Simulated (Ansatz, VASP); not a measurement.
One calculation of Zr, two programs

Contents of INCAR:

```
SYSTEM = Zr
ALGO = Fast
EDIFF = 1E-7
ENCUT = 520
GGA = PE
ISIF = 2
ISMEAR = 0
LASPH = .TRUE.
LCHARG = .FALSE.
LREAL = .FALSE.
LWAVE = .FALSE.
NBANDS = 12
NELM = 80
PREC = Accurate
SIGMA = 0.15
```

The input KPOINTS:

```
k-points
0
G
  18 18 18
  0 0 0
```

File POSCAR:

```
Zr
1.0
    0.0000000000      2.2888250000      2.2550000000
    2.2550000000      0.0000000000      2.2550000000
    2.2550000000      2.2888250000      0.0000000000
Zr
1
Direct
    0.0000000000      0.0000000000      0.0000000000
```

Input for Ansatz:

```yaml
crystal:
  lattice:
    - [0.0, 2.288825, 2.255]
    - [2.255, 0.0, 2.255]
    - [2.255, 2.288825, 0.0]
  atoms:
    - { symbol: Zr, position: [0.0, 0.0, 0.0] }
basis:
  ecutwfc: 420
kpoints:
  mp_grid: { grid: [18, 18, 18] }
hamiltonian:
  xc: pbe
scf:
  occupations: { method: gaussian, width: 0.15 }
output:
  forces: true
  stress: true
  eigenvalues: true
```

Change from the starting cell: strain +0.0150 x Voigt [0, 1, 0, 0, 0, 0], atoms carried along.

Alike in both runs: task single point; functional PBE; k mesh 18 × 18 × 18; occupations gaussian, width 0.15 eV; no spin polarisation.

|  | VASP | Ansatz |
| --- | --- | --- |
| version | VASP 6.6.1 | Ansatz 0.2.0 |
| potentials or method | VASP PAW PBE potentials, release 64 (Zr_sv), cutoff 520 eV | scalar-relativistic, plane waves, PAW |
| valence electrons in the cell | 12 | 12 |

|  | VASP | Ansatz | Ansatz less VASP |
| --- | --- | --- | --- |
| gap on the k mesh at the Fermi level (eV) | none | none | - |
| pressure (GPa) | -0.3 | -0.3 | -0.02 |
| traceless stress, the component that is largest in VASP (GPa) | -0.35 | -0.35 | +0.002 |

A gap of «none» marks a metal or a gap that the smearing closes.
